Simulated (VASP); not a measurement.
# Fe3CoGe4 (C2/m) in VASP: single point with PBE

Aim: the single point of Fe3CoGe4 with PBE.

Program: VASP 6.6.1. These are calculated values, not measurements. Logs are shortened: lines on timing, memory, paths and dates and some standing lists are left out, and cuts for length are marked.

## (1) The cell of the first run

The structure is monoclinic, space group C2/m (No. 12). The conventional cell has a = 11.982 Å, b = 3.919 Å, c = 4.892 Å, α = 90.00°, β = 104.83°, γ = 90.00°. Within 3.2 Å of Fe (site symmetry 2/m) lie 2 Co at 2.45 Å and 6 Ge at 2.47 to 2.52 Å and 2 Fe at 2.65 Å. Fe (site symmetry m) has 7 Ge at 2.44 to 2.75 Å and 3 Fe at 2.46 to 2.65 Å and 1 Co at 2.73 Å within 3.2 Å. Within 3.2 Å of Co (site symmetry 2/m) lie 6 Ge at 2.41 to 2.43 Å and 4 Fe at 2.45 to 2.73 Å. Within 3.2 Å of Ge (site symmetry m) lie 1 Co at 2.41 Å and 5 Fe at 2.44 to 2.69 Å and 3 Ge at 2.73 to 3.19 Å. Ge (site symmetry m) has 2 Co at 2.43 Å and 5 Fe at 2.47 to 2.75 Å and 3 Ge at 2.87 to 3.19 Å within 3.2 Å.

## (2) Single point, PBE, collinear spin, ferromagnetic start

The input, INCAR:

```
SYSTEM = Fe3CoGe4
ALGO = Normal ; EDIFF = 1E-6
ENCUT = 520 ; GGA = PE
ISIF = 2 ; ISMEAR = 0
ISPIN = 2 ; LASPH = .TRUE.
LCHARG = .FALSE. ; LMAXMIX = 4
LORBIT = 11 ; LREAL = .FALSE.
LWAVE = .FALSE. ; MAGMOM = 4 4 4 3 0 0 0 0
NBANDS = 58 ; NELM = 150
PREC = Accurate ; SIGMA = 0.1
```

The input, KPOINTS:

```
k-points
0
G
  4 4 4
  0 0 0
```

The input, POSCAR:

```
Fe3CoGe4
1.0
    5.9912212587     -1.9596579696     -0.0140102069
    5.9912212587      1.9596579696     -0.0140102069
   -1.2410036869      0.0000000000      4.7323608152
Fe Co Ge
3 1 4
Direct
    0.0000000000      0.0000000000      0.0000000000
    0.7936348437      0.7936348437      0.6388111077
    0.2063651563      0.2063651563      0.3611888923
    0.0000000000      0.0000000000      0.5000000000
    0.1842685941      0.1842685941      0.8435600096
    0.8157314059      0.8157314059      0.1564399904
    0.4290692094      0.4290692094      0.6963423158
    0.5709307906      0.5709307906      0.3036576842
```

Potentials or basis: VASP PAW PBE potentials, release 64 (Fe, Co, Ge_d).

The run is started by

```
$ cat potpaw_PBE.64/Fe/POTCAR potpaw_PBE.64/Co/POTCAR potpaw_PBE.64/Ge_d/POTCAR > POTCAR
$ mpirun -np 1 vasp_std > vasp.out
```

OUTCAR:

```text
SYSTEM = Fe3CoGe4
   EDIFF = 1E-6
   ENCUT = 520
   GGA = PE
   ISIF = 2
   ISMEAR = 0
   ISPIN = 2
   LASPH = .TRUE.
   LORBIT = 11
   LREAL = .FALSE.
   NELM = 150
   PREC = Accurate

 ion  position               nearest neighbor table
   1  0.000  0.000  0.000-   4 2.45   4 2.45   8 2.47   8 2.47   7 2.47   7 2.47   6 2.52   5 2.52
                             2 2.65   3 2.65
   2  0.794  0.794  0.639-   6 2.44   3 2.46   3 2.46   6 2.48   7 2.51   7 2.51   1 2.65   5 2.69
                             5 2.69   4 2.73   8 2.75
   3  0.206  0.206  0.361-   5 2.44   2 2.46   2 2.46   5 2.48   8 2.51   8 2.51   1 2.65   6 2.69
                             6 2.69   4 2.73   7 2.75
   4  0.000  0.000  0.500-   5 2.41   6 2.41   8 2.43   8 2.43   7 2.43   7 2.43   1 2.45   1 2.45
                             3 2.73   2 2.73
   5  0.184  0.184  0.844-   4 2.41   3 2.44   3 2.48   1 2.52   2 2.69   2 2.69   6 2.73   6 2.73

   6  0.816  0.816  0.156-   4 2.41   2 2.44   2 2.48   1 2.52   3 2.69   3 2.69   5 2.73   5 2.73

   7  0.429  0.429  0.696-   4 2.43   4 2.43   1 2.47   1 2.47   2 2.51   2 2.51   3 2.75   8 2.87

   8  0.571  0.571  0.304-   4 2.43   4 2.43   1 2.47   1 2.47   3 2.51   3 2.51   2 2.75   7 2.87

  LATTYP: Found a base centered monoclinic cell.
 ALAT       =    11.9824752796
 B/A-ratio  =     0.3270873378
 C/A-ratio  =     0.4082941518
 COS(beta)  =    -0.2559220804

  Lattice vectors:

 A1 = (   5.9912212587,  -1.9596579696,  -0.0140102069)
 A2 = (   5.9912212587,   1.9596579696,  -0.0140102069)
 A3 = (  -1.2410036869,   0.0000000000,   4.7323608152)

Analysis of symmetry for initial positions (statically):
=====================================================================
 Subroutine PRICEL returns:
 Original cell was already a primitive cell.

 Routine SETGRP: Setting up the symmetry group for a
 base centered monoclinic supercell.

 Subroutine GETGRP returns: Found  4 space group operations
 (whereof  4 operations were pure point group operations)
 out of a pool of  4 trial point group operations.

The static configuration has the point symmetry C_2h.

Analysis of symmetry for dynamics (positions and initial velocities):
=====================================================================
 Subroutine PRICEL returns:
 Original cell was already a primitive cell.

 Routine SETGRP: Setting up the symmetry group for a
 base centered monoclinic supercell.

 Subroutine GETGRP returns: Found  4 space group operations
 (whereof  4 operations were pure point group operations)
 out of a pool of  4 trial point group operations.

The dynamic configuration has the point symmetry C_2h.

Analysis of structural, dynamic, and magnetic symmetry:
=====================================================================
 Subroutine PRICEL returns:
 Original cell was already a primitive cell.

 Routine SETGRP: Setting up the symmetry group for a
 base centered monoclinic supercell.

 Subroutine GETGRP returns: Found  4 space group operations
 (whereof  4 operations were pure point group operations)
 out of a pool of  4 trial point group operations.

The overall configuration has the point symmetry C_2h.

 Subroutine INISYM returns: Found  4 space group operations
 (whereof  4 operations are pure point group operations),
 and found     1 'primitive' translations

----------------------------------------------------------------------------------------

                                     Primitive cell

  volume of cell :     111.0547

  direct lattice vectors                    reciprocal lattice vectors
     5.991221259 -1.959657970 -0.014010207     0.083506648 -0.255146565  0.021898596
     5.991221259  1.959657970 -0.014010207     0.083506648  0.255146565  0.021898596
    -1.241003687  0.000000000  4.732360815     0.000494445  0.000000000  0.211440684

  length of vectors
     6.303585314  6.303585314  4.892374581     0.269356044  0.269356044  0.211441262

  position of ions in fractional coordinates (direct lattice)
     0.000000000  0.000000000  0.000000000
     0.793634844  0.793634844  0.638811108
     0.206365156  0.206365156  0.361188892
     0.000000000  0.000000000  0.500000000
     0.184268594  0.184268594  0.843560010
     0.815731406  0.815731406  0.156439990
[... 73 lines left out ...]
   NGXF,Y,Z  is equivalent  to a cutoff of  25.32, 25.32, 24.47 a.u.
 SYSTEM =  Fe3CoGe4
   PREC   = accura    normal or accurate (medium, high low for compatibility)
   ISTART =      0    job   : 0-new  1-cont  2-samecut
   ICHARG =      2    charge: 1-file 2-atom 10-const
   ISPIN  =      2    spin polarized calculation?
   LNONCOLLINEAR =      F non collinear calculations
   LSORBIT =      F    spin-orbit coupling
   LASPH  =      T    aspherical Exc in radial PAW
   ENCUT  =  520.0 eV  38.22 Ry    6.18 a.u.  11.72 11.72  9.10*2*pi/ulx,y,z
   NELM   =    150;   NELMIN=  2; NELMDL= -5     # of ELM steps
   EDIFF  = 0.1E-05   stopping-criterion for ELM
   LREAL  =      F    real-space projection
   EDIFFG = 0.1E-04   stopping-criterion for IOM
   NSW    =      0    number of steps for IOM
   IBRION =     -1    ionic relax: 0-MD 1-quasi-New 2-CG
   NFREE  =      0    steps in history (QN), initial steepest desc. (CG)
   ISIF   =      2    stress and relaxation
   ISYM   =      2    0-nonsym 1-usesym 2-fastsym
   POTIM  = 0.5000    time-step for ionic-motion
   TEBEG  =    0.0;   TEEND  =   0.0 temperature during run
   PSTRESS=    0.0 pullay stress
   NELECT =      89.0000    total number of electrons
   NUPDOWN=      -1.0000    fix difference up-down
   EMIN   =  10.00;   EMAX   =-10.00  energy-range for DOS
   EFERMI =   0.00;   METHOD = LEGACY
   ISMEAR =     0;   SIGMA  =   0.10  broadening in eV -4-tet -1-fermi 0-gaus
   EFERMI_NEDOS =   21; number of points for ismear=-14 and -15
   IALGO  =     38    algorithm
   IMIX   =      4    mixing-type and parameters
     AMIX     =   0.40;   BMIX     =  1.00
     AMIX_MAG =   1.60;   BMIX_MAG =  1.00
  volume/ion in A,a.u.               =      13.88        93.68
  Fermi-wavevector in a.u.,A,eV,Ry     =   1.520638  2.873589 31.461290  2.312340
  Thomas-Fermi vector in A             =   2.629461
   LORBIT       =     11    0 simple, 1 ext, 2 COOP (PROOUT), +10 PAW based schemes
   GGA     = PE    functional components
   LHFCALC =     F    Hartree Fock is set to
   AEXX    =    0.0000 exact exchange contribution
   IVDW    =     0    specifies the selected vdW correction
   LEPSILON=     F    determine dielectric tensor
   LRPA    =     F    only Hartree local field effects (RPA)
 spin polarized calculation
 Gauss-broadening in eV      SIGMA  =   0.10
  energy-cutoff  :      520.00
  volume of cell :      111.05
 maximum number of plane-waves:      3014
 NGX is ok and might be reduce to    48
   NGX = 23   NGY = 23   NGZ = 19

 number of electron      89.0000000 magnetization      15.0000000

 number of electron      89.0000008 magnetization       5.9372289

 Free energy of the ion-electron system (eV)
  ---------------------------------------------------
  ext. energy  EPLUGINS =         0.00000000
  ---------------------------------------------------
  free energy    TOTEN  =       -50.85962605 eV

  energy without entropy =      -50.82923006  energy(sigma->0) =      -50.84442806

 E-fermi :   7.7330     XC(G=0): -12.3638

 val. band max:        7.7294338582   @ k =   0.5000   0.0000   0.2500
 cond. band min:       7.7348720477   @ k =   0.5000   0.0000   0.0000
 fundamental gap:      0.0054381895
 Fermi energy:         7.7329641710

 spin component 1

 k-point     1 :       0.0000    0.0000    0.0000
  band No.  band energies     occupation
      1     -17.0701      1.00000
      2     -17.0415      1.00000
      3     -17.0210      1.00000
      4     -16.9948      1.00000
      5     -16.9901      1.00000
      6     -16.9848      1.00000
[... 1405 lines left out ...]
     55      12.0225      0.00000
     56      12.6048      0.00000
 Fermi energy:         7.7329641710

 spin component 2

 k-point     1 :       0.0000    0.0000    0.0000
  band No.  band energies     occupation
      1     -17.0768      1.00000
      2     -17.0482      1.00000
      3     -17.0312      1.00000
      4     -17.0066      1.00000
      5     -17.0009      1.00000
      6     -17.0001      1.00000
[... 1405 lines left out ...]
     55      12.3300      0.00000
     56      12.9070      0.00000
 [bands above 56 left out]

------------------------ aborting loop because EDIFF is reached ----------------------------------------

  FORCE on cell =-STRESS in cart. coord.  units (eV):
  Direction    XX          YY          ZZ          XY          YZ          ZX
  --------------------------------------------------------------------------------------
  -------------------------------------------------------------------------------------
  Total        0.0099816     -0.0944618      0.2735901      0.0000000      0.0000000      0.0078032
  in kB        0.1440035     -1.3627920      3.9470607      0.0000000      0.0000000      0.1125758
  external PRESSURE =       0.9094241 kB  Pullay stress =       0.0000000 kB

 VOLUME and BASIS-vectors are now :
 -----------------------------------------------------------------------------
  energy-cutoff  :      520.00
  volume of cell :      111.05
      direct lattice vectors                 reciprocal lattice vectors
     5.991221259 -1.959657970 -0.014010207     0.083506648 -0.255146565  0.021898596
     5.991221259  1.959657970 -0.014010207     0.083506648  0.255146565  0.021898596
    -1.241003687  0.000000000  4.732360815     0.000494445  0.000000000  0.211440684

 POSITION                                       TOTAL-FORCE (eV/Angst)
 -----------------------------------------------------------------------------------
      0.00000      0.00000      0.00000        -0.000000      0.000000      0.000000
      8.71692      0.00000      3.00085        -0.016213      0.000000      0.009994
      2.02452      0.00000      1.70349         0.016213      0.000000     -0.009994
     -0.62050      0.00000      2.36618        -0.000000      0.000000      0.000000
      1.16113      0.00000      3.98687        -0.009801      0.000000      0.003453
      9.58031      0.00000      0.71747         0.009801      0.000000     -0.003453
      4.27713      0.00000      3.28332         0.009887      0.000000     -0.003761
      6.46431      0.00000      1.42102        -0.009887      0.000000      0.003761
 -----------------------------------------------------------------------------------
    total drift:                                0.000000     -0.000000     -0.000000

  FREE ENERGIE OF THE ION-ELECTRON SYSTEM (eV)
  ---------------------------------------------------
  free  energy   TOTEN  =       -50.8596260497 eV

  energy  without entropy=      -50.8292300621  energy(sigma->0) =      -50.84442806

 total charge

# of ion       s       p       d       tot
------------------------------------------
    1        0.424   0.537   6.391   7.352
    2        0.412   0.507   6.372   7.291
    3        0.412   0.507   6.372   7.291
    4        0.451   0.557   7.485   8.493
    5        1.128   1.181  10.074  12.382
    6        1.128   1.181  10.074  12.382
    7        1.123   1.195  10.082  12.400
    8        1.123   1.195  10.082  12.400
--------------------------------------------------
tot          6.203   6.859  66.930  79.993

 magnetization (x)

# of ion       s       p       d       tot
------------------------------------------
    1        0.007  -0.003   1.716   1.720
    2        0.005   0.005   1.944   1.955
    3        0.005   0.005   1.944   1.955
    4       -0.001  -0.010   0.636   0.625
    5       -0.000  -0.065  -0.001  -0.066
    6       -0.000  -0.065  -0.001  -0.066
    7       -0.003  -0.060  -0.002  -0.066
    8       -0.003  -0.060  -0.002  -0.066
--------------------------------------------------
tot          0.010  -0.253   6.234   5.991
```

It took 5.8 min on 1 thread of Intel Xeon Platinum 8488C (Sapphire Rapids), shared host; peak memory 0.48 GiB.

What came out:

```
Free energy                                           : -50.8596 eV
Pressure                                              : 0.1 GPa
Largest force                                         : 0.019 eV/Å
Net moment                                            : 5.94 μB per cell
Site moments                                          : Fe +1.72, +1.96; Co +0.62; Ge -0.07 μB
Valence electrons inside the program's atomic spheres : Fe 7.35, 7.29; Co 8.49; Ge 12.38, 12.40
```

Forces in eV/Å, atoms in the order of the input:
```
Fe   0.000  0.000  0.000
Fe  -0.016  0.000  0.010
Fe   0.016  0.000 -0.010
Co   0.000  0.000  0.000
Ge  -0.010  0.000  0.003
Ge   0.010  0.000 -0.003
Ge   0.010  0.000 -0.004
Ge  -0.010  0.000  0.004
```

Stress tensor (GPa, compression positive):
```
 0.01  0.00  0.01
 0.00 -0.14  0.00
 0.01  0.00  0.39
```

Caveat: the k points lie up to 0.42 Å⁻¹ apart.
